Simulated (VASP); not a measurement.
# ScSbSe3 (P6/mmm) in VASP: a series of runs, part 2 of 2

VASP 6.6.1. Earlier steps stand in the parts before.

### Step 3. Relaxation of cell and atoms, PBE

This run uses another cell than the first one, of 31.67 Å³/atom.

INCAR reads:

```
SYSTEM = ScSbSe3
PREC = Accurate
ENCUT = 600
EDIFF = 1E-7
ISMEAR = 0
SIGMA = 0.1
LREAL = .FALSE.
LASPH = .TRUE.
NELM = 60
ALGO = Fast
ISIF = 3
LWAVE = .FALSE.
LCHARG = .FALSE.
GGA = PE
IBRION = 2
NSW = 90
EDIFFG = -0.04
```

KPOINTS reads:

```
regular mesh
0
G
  6 6 4
  0 0 0
```

POSCAR reads:

```
ScSbSe3
1.0
    5.6612413601      0.0000000000      0.0000000000
   -2.8306206801      4.9027788348      0.0000000000
    0.0000000000      0.0000000000      5.7055117390
Sc Sb Se
1 1 3
Direct
    0.0000000000      0.0000000000      0.5000000000
    0.0000000000      0.0000000000      0.0000000000
    0.5000000000      0.0000000000      0.5000000000
    0.0000000000      0.5000000000      0.5000000000
    0.5000000000      0.5000000000      0.5000000000
```

Potentials or basis: VASP PAW PBE potentials, release 64 (Sc_sv, Sb, Se).

On the command line:

```console
$ cat potpaw_PBE.64/Sc_sv/POTCAR potpaw_PBE.64/Sb/POTCAR potpaw_PBE.64/Se/POTCAR > POTCAR
$ mpirun -np 1 vasp_std > vasp.out
```

OUTCAR:

```text
SYSTEM = ScSbSe3
   PREC = Accurate
   ENCUT = 600
   EDIFF = 1E-7
   ISMEAR = 0
   LREAL = .FALSE.
   LASPH = .TRUE.
   NELM = 60
   ISIF = 3
   GGA = PE
   IBRION = 2
   NSW = 90
   EDIFFG = -0.04

 ion  position               nearest neighbor table
   1  0.000  0.000  0.500-   5 2.83   5 2.83   3 2.83   3 2.83   4 2.83   4 2.83   2 2.85   2 2.85

   2  0.000  0.000  0.000-   1 2.85   1 2.85
   3  0.500  0.000  0.500-   1 2.83   1 2.83
   4  0.000  0.500  0.500-   1 2.83   1 2.83
   5  0.500  0.500  0.500-   1 2.83   1 2.83

  LATTYP: Found a hexagonal cell.
 ALAT       =     5.6612413601
 C/A-ratio  =     1.0078199066

  Lattice vectors:

 A1 = (   5.6612413601,   0.0000000000,   0.0000000000)
 A2 = (  -2.8306206801,   4.9027788348,   0.0000000000)
 A3 = (   0.0000000000,   0.0000000000,   5.7055117390)

Analysis of symmetry for initial positions (statically):
=====================================================================
 Subroutine PRICEL returns:
 Original cell was already a primitive cell.

 Routine SETGRP: Setting up the symmetry group for a
 hexagonal supercell.

 Subroutine GETGRP returns: Found 24 space group operations
 (whereof 24 operations were pure point group operations)
 out of a pool of 24 trial point group operations.

The static configuration has the point symmetry D_6h.

Analysis of symmetry for dynamics (positions and initial velocities):
=====================================================================
 Subroutine PRICEL returns:
 Original cell was already a primitive cell.

 Routine SETGRP: Setting up the symmetry group for a
 hexagonal supercell.

 Subroutine GETGRP returns: Found 24 space group operations
 (whereof 24 operations were pure point group operations)
 out of a pool of 24 trial point group operations.

The dynamic configuration has the point symmetry D_6h.

 Subroutine INISYM returns: Found 24 space group operations
 (whereof 24 operations are pure point group operations),
 and found     1 'primitive' translations

----------------------------------------------------------------------------------------

                                     Primitive cell

  volume of cell :     158.3611

  direct lattice vectors                    reciprocal lattice vectors
     5.661241360  0.000000000  0.000000000     0.176639704  0.101982981  0.000000000
    -2.830620680  4.902778835  0.000000000     0.000000000  0.203965962  0.000000000
     0.000000000  0.000000000  5.705511739     0.000000000  0.000000000  0.175269116

[... 114 lines left out ...]
   LEPSILON=     F    determine dielectric tensor
   LRPA    =     F    only Hartree local field effects (RPA)
 conjugate gradient relaxation of ions
 non-spin polarized calculation
 RMM-DIIS sequential band-by-band and
 Gauss-broadening in eV      SIGMA  =   0.10
  energy-cutoff  :      600.00
  volume of cell :      158.36
 maximum number of plane-waves:      5326
 NGX is ok and might be reduce to    48
   NGX = 23   NGY = 23   NGZ = 23

--------------------------------------- Ionic step        1  -------------------------------------------

 number of electron      34.0000001 magnetization

 Free energy of the ion-electron system (eV)
  ---------------------------------------------------
  ext. energy  EPLUGINS =         0.00000000
  ---------------------------------------------------
  free energy    TOTEN  =       -21.29215524 eV

  energy without entropy =      -21.24356498  energy(sigma->0) =      -21.26786011

------------------------ aborting loop because EDIFF is reached ----------------------------------------

  FORCE on cell =-STRESS in cart. coord.  units (eV):
  Direction    XX          YY          ZZ          XY          YZ          ZX
  --------------------------------------------------------------------------------------
  -------------------------------------------------------------------------------------
  Total       -0.4298982     -0.4298982     -0.0686477      0.0000000      0.0000000      0.0000000
  in kB       -4.3493827     -4.3493827     -0.6945257      0.0000000      0.0000000      0.0000000
  external PRESSURE =      -3.1310970 kB  Pullay stress =       0.0000000 kB

 VOLUME and BASIS-vectors are now :
 -----------------------------------------------------------------------------
  energy-cutoff  :      600.00
  volume of cell :      158.36
      direct lattice vectors                 reciprocal lattice vectors
     5.661241360  0.000000000  0.000000000     0.176639704  0.101982981  0.000000000
    -2.830620680  4.902778835  0.000000000     0.000000000  0.203965962  0.000000000
     0.000000000  0.000000000  5.705511739     0.000000000  0.000000000  0.175269116

 POSITION                                       TOTAL-FORCE (eV/Angst)
 -----------------------------------------------------------------------------------
      0.00000      0.00000      2.85276         0.000000      0.000000      0.000000
      0.00000      0.00000      0.00000         0.000000      0.000000      0.000000
      2.83062      0.00000      2.85276         0.000000      0.000000      0.000000
     -1.41531      2.45139      2.85276        -0.000000      0.000000      0.000000
      1.41531      2.45139      2.85276         0.000000      0.000000      0.000000
 -----------------------------------------------------------------------------------
    total drift:                                0.000000     -0.000000     -0.000000

  FREE ENERGIE OF THE ION-ELECTRON SYSTEM (eV)
  ---------------------------------------------------
  free  energy   TOTEN  =       -21.2921552433 eV

  energy  without entropy=      -21.2435649769  energy(sigma->0) =      -21.26786011

--------------------------------------- Ionic step        2  -------------------------------------------

 number of electron      34.0000000 magnetization

 Free energy of the ion-electron system (eV)
  ---------------------------------------------------
  ext. energy  EPLUGINS =         0.00000000
  ---------------------------------------------------
  free energy    TOTEN  =       -21.29347394 eV

  energy without entropy =      -21.24538128  energy(sigma->0) =      -21.26942761

 E-fermi :   2.5711     XC(G=0):  -8.3420

 val. band max:        2.5638679114   @ k =   0.1667   0.1667   0.5000
 cond. band min:       2.5940080946   @ k =   0.3333   0.1667   0.2500
 fundamental gap:      0.0301401832
 Fermi energy:         2.5711453682

 k-point     1 :       0.0000    0.0000    0.0000
  band No.  band energies     occupation
      1     -47.1835      2.00000
      2     -25.8559      2.00000
      3     -25.8559      2.00000
      4     -25.7828      2.00000
      5     -12.2816      2.00000
      6      -9.1795      2.00000
[... 493 lines left out ...]
     20       3.3724      0.00000
     21       5.1060      0.00000

------------------------ aborting loop because EDIFF is reached ----------------------------------------

  FORCE on cell =-STRESS in cart. coord.  units (eV):
  Direction    XX          YY          ZZ          XY          YZ          ZX
  --------------------------------------------------------------------------------------
  -------------------------------------------------------------------------------------
  Total        0.1214097      0.1214097      0.0398653     -0.0000000      0.0000000      0.0000000
  in kB        1.2394052      1.2394052      0.4069632     -0.0000000      0.0000000      0.0000000
  external PRESSURE =       0.9619245 kB  Pullay stress =       0.0000000 kB

 VOLUME and BASIS-vectors are now :
 -----------------------------------------------------------------------------
  energy-cutoff  :      600.00
  volume of cell :      156.95
      direct lattice vectors                 reciprocal lattice vectors
     5.637759177  0.000000000  0.000000000     0.177375437  0.102407757 -0.000000000
    -2.818879588  4.882442668 -0.000000000    -0.000000000  0.204815513 -0.000000000
     0.000000000  0.000000000  5.701732694    -0.000000000  0.000000000  0.175385283

 POSITION                                       TOTAL-FORCE (eV/Angst)
 -----------------------------------------------------------------------------------
      0.00000      0.00000      2.85087         0.000000      0.000000      0.000000
      0.00000      0.00000      0.00000        -0.000000      0.000000      0.000000
      2.81888      0.00000      2.85087        -0.000000      0.000000      0.000000
      4.22832      2.44122      2.85087        -0.000000     -0.000000      0.000000
      1.40944      2.44122      2.85087         0.000000      0.000000      0.000000
 -----------------------------------------------------------------------------------
    total drift:                               -0.000000      0.000000     -0.000000

  FREE ENERGIE OF THE ION-ELECTRON SYSTEM (eV)
  ---------------------------------------------------
  free  energy   TOTEN  =       -21.2934739435 eV

  energy  without entropy=      -21.2453812774  energy(sigma->0) =      -21.26942761

 reached required accuracy - stopping structural energy minimisation
```

CONTCAR:

```text
ScSbSe3
   1.00000000000000
     5.6377591767903752    0.0000000000002395    0.0000000000000000
    -2.8188795884447728    4.8824426675174442   -0.0000000000000000
     0.0000000000000000    0.0000000000000000    5.7017326938027209
  Sc              Sb              Se
     1     1     3
Direct
     0.0000000000000000    0.0000000000000000    0.5000000000000000
     0.0000000000000000    0.0000000000000000    0.0000000000000000
     0.5000000000000000    0.0000000000000000    0.5000000000000000
     1.0000000000000000    0.5000000000000000    0.5000000000000000
     0.5000000000000000    0.5000000000000000    0.5000000000000000

  0.00000000E+00  0.00000000E+00  0.00000000E+00
  0.00000000E+00  0.00000000E+00  0.00000000E+00
  0.00000000E+00  0.00000000E+00  0.00000000E+00
  0.00000000E+00  0.00000000E+00  0.00000000E+00
  0.00000000E+00  0.00000000E+00  0.00000000E+00
```

Wall time 6.5 min (1 thread of Oxide Virtual Turin-like, shared host); peak memory 0.36 GiB.

Results:

| Quantity | Value |
| --- | --- |
| Free energy | -21.2935 eV |
| Relaxed volume | 31.39 Å³/atom |
| Relaxed cell | a = 5.638 Å, b = 5.638 Å, c = 5.702 Å, α = 90.00°, β = 90.00°, γ = 120.00° |
| Space group after relaxing (to 0.1 Å) | P6/mmm (No. 191) |
| Energy gained by relaxing | 0.3 meV/atom |
| Ionic steps | 2 |
| Pressure after relaxing | 0.1 GPa |
| Band gap on the k mesh | zero (bands 17 and 18 overlap by 0.64 eV) |

Step by step:
```
step  energy change (eV)  largest force (eV/Å)  pressure (GPa)  volume (Å³)
   1              0.0000                0.0000           -0.31       158.36
   2             -0.0013                0.0000            0.10       156.95
```

Final structure:
```yaml
crystal:
  lattice:
    - [5.63776, 0.00000, 0.00000]
    - [-2.81888, 4.88244, 0.00000]
    - [0.00000, 0.00000, 5.70173]
  atoms:
    - { symbol: Sc, position: [0.00000, 0.00000, 0.50000] }
    - { symbol: Sb, position: [0.00000, 0.00000, 0.00000] }
    - { symbol: Se, position: [0.50000, 0.00000, 0.50000] }
    - { symbol: Se, position: [0.00000, 0.50000, 0.50000] }
    - { symbol: Se, position: [0.50000, 0.50000, 0.50000] }
```

Caveat: spin-orbit coupling is left out, which moves the levels of the heavy elements.

### Step 4. Single point, PBE

This run uses another cell than the first one, of 31.48 Å³/atom.

INCAR reads:

```
SYSTEM = ScSbSe3
  PREC = Accurate
  ENCUT = 520
  EDIFF = 1E-7
  ISMEAR = 0
  SIGMA = 0.1
  LREAL = .False.
  LASPH = .True.
  NELM = 60
  ALGO = Fast
  ISIF = 2
  LWAVE = .False.
  LCHARG = .False.
  GGA = PE
  NBANDS = 25
```

KPOINTS reads:

```
regular mesh
0
Gamma
  12 12 8
  0 0 0
```

Changes to POSCAR since step 3:

```diff
@@ -2,5 +2,5 @@
 1.0
-    5.6612413601      0.0000000000      0.0000000000
-   -2.8306206801      4.9027788348      0.0000000000
-    0.0000000000      0.0000000000      5.7055117390
+    5.6365012290      0.0000000000      0.0000000000
+   -2.8182506145      4.8813532528      0.0000000000
+    0.0000000000      0.0000000000      5.7211008084
 Sc Sb Se
```

On the command line:

```console
$ cat potpaw_PBE.64/Sc_sv/POTCAR potpaw_PBE.64/Sb/POTCAR potpaw_PBE.64/Se/POTCAR > POTCAR
$ mpirun -np 1 vasp_std > vasp.out
```

It took 15 min on 1 thread of Oxide Virtual Turin-like, shared host; peak memory 0.52 GiB.

The run converged. Its results:

| Property | Result |
| --- | --- |
| Free energy | -21.3360 eV |
| Pressure | 0.0 GPa |
| Band gap on the k mesh | zero (bands 17 and 18 overlap by 0.75 eV) |

Levels at points of the mesh, in eV from the Fermi level:
```
           k point  band 14  band 15  band 16  band 17  band 18  band 19  band 20  band 21
(0.00, 0.00, 0.00)    -0.66     0.10     0.29     0.29     1.13     1.13     1.44     1.93
(0.50, 0.00, 0.00)    -2.46    -1.75    -1.10    -0.66    -0.24     0.20     1.95     2.03
(0.00, 0.00, 0.50)    -0.80    -0.80    -0.80    -0.80     1.45     1.93     1.93     2.03
(0.50, 0.00, 0.50)    -1.97    -1.86    -1.74    -1.73     0.51     0.62     2.05     2.31
```

Caveat: spin-orbit coupling is left out, which moves the levels of the heavy elements.

### Step 5. Summary

| task | cell | k mesh | cutoff (eV) | gap on the mesh (eV) | pressure (GPa) | relaxed volume (Å³/atom) |
| --- | --- | --- | --- | --- | --- | --- |
| relaxation of cell and atoms | relaxed from a = 6.000, b = 6.000, c = 4.931 Å, angles 90.0, 90.0, 120.0°, 5 atoms | 3 × 3 × 4 | 600 | none | -0.1 | 31.68 |
| relaxation of cell and atoms | relaxed from a = 5.661, b = 5.661, c = 5.706 Å, angles 90.0, 90.0, 120.0°, 5 atoms | 6 × 6 × 4 | 600 | none | 0.1 | 31.39 |
| single point | a = 5.637, b = 5.637, c = 5.721 Å, angles 90.0, 90.0, 120.0°, 5 atoms | 12 × 12 × 8 | 520 | none | 0.0 | - |

Alike in all rows: level PBE; potentials or basis VASP PAW PBE potentials, release 64 (Sc_sv, Sb, Se); no spin polarisation; smearing gaussian 0.1 eV.

Caveats: some runs use coarse meshes; spin-orbit coupling is left out, which moves the levels of the heavy elements; a cell axis changed by over 15 % at a fixed basis, so the end point is rough (at least some runs).

Absolute energies hang on the potentials; compare differences alone.

The gap in the log of VASP goes by the Fermi energy; the results here count the filled bands.